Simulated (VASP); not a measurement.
TiSe:

```
CELL_PARAMETERS angstrom
4.17836 0.00000 0.00000
0.00000 4.17836 0.00000
0.00000 0.00000 5.98442
ATOMIC_POSITIONS crystal
Ti 0.50000 0.50000 0.00000
Ti 0.00000 0.00000 0.00000
Se 0.50000 0.00000 0.23944
Se 0.00000 0.50000 0.76056
```

```yaml
Program: VASP 6.6.1
Task: relaxation of cell and atoms
Functional: PBEsol
Potentials_or_basis: VASP PAW PBE potentials, release 64 (Ti_sv, Se)
Cutoff: 600 eV
k_mesh: 6 × 6 × 4, shifted
Occupations: methfessel-paxton, width 0.3 eV
Spin: no spin polarisation
```

At the start: pressure -2.7 GPa; volume 26.12 Å³/atom.

Question: How do energy, volume and symmetry change on relaxing?

Answer: Over 17 steps the energy falls by 17.2 meV/atom and the volume is 22.23 Å³/atom (-14.9 %); space group P4/nmm (No. 129, to 0.1 Å) before and after.

Step by step:
```
step  energy change (eV)  largest force (eV/Å)  pressure (GPa)  volume (Å³)
   1              0.0000                0.3398           -2.73       104.48
   2             -0.0009                0.6085            2.84        97.89
   3             -0.0335                0.1161           -0.12       101.07
   4             -0.0336                0.1259           -0.07       101.01
   5             -0.0349                0.1166           -0.05       100.70
   6             -0.0388                0.0894           -0.04        99.80
   7             -0.0445                0.0360            0.01        98.00
   8             -0.0471                0.0685            0.19        94.46
   9             -0.0481                0.0776            0.18        94.27
  10             -0.0508                0.1047            0.06        93.71
  11             -0.0551                0.1573           -0.15        92.57
  12             -0.0579                0.2525           -0.44        90.26
  13             -0.0631                0.1196            0.29        89.07
  14             -0.0636                0.0649            0.62        88.58
  15             -0.0673                0.0878            0.16        88.88
  16             -0.0680                0.1009           -0.12        89.06
  17             -0.0686                0.0418            0.12        88.93
```

Final structure:
```yaml
crystal:
  lattice:
    - [4.12950, 0.00000, 0.00000]
    - [0.00000, 4.12950, 0.00000]
    - [0.00000, 0.00000, 5.21492]
  atoms:
    - { symbol: Ti, position: [0.50000, 0.50000, 0.00000] }
    - { symbol: Ti, position: [0.00000, 0.00000, 0.00000] }
    - { symbol: Se, position: [0.50000, 0.00000, 0.27219] }
    - { symbol: Se, position: [0.00000, 0.50000, 0.72781] }
```

Caveat: so wide a smearing shifts energies and pressures; the PAW data sets were made with another functional, which shifts forces and pressure a little; the relaxation stopped at a loose force limit of 0.05 eV/Å, so its end isn't a converged minimum.
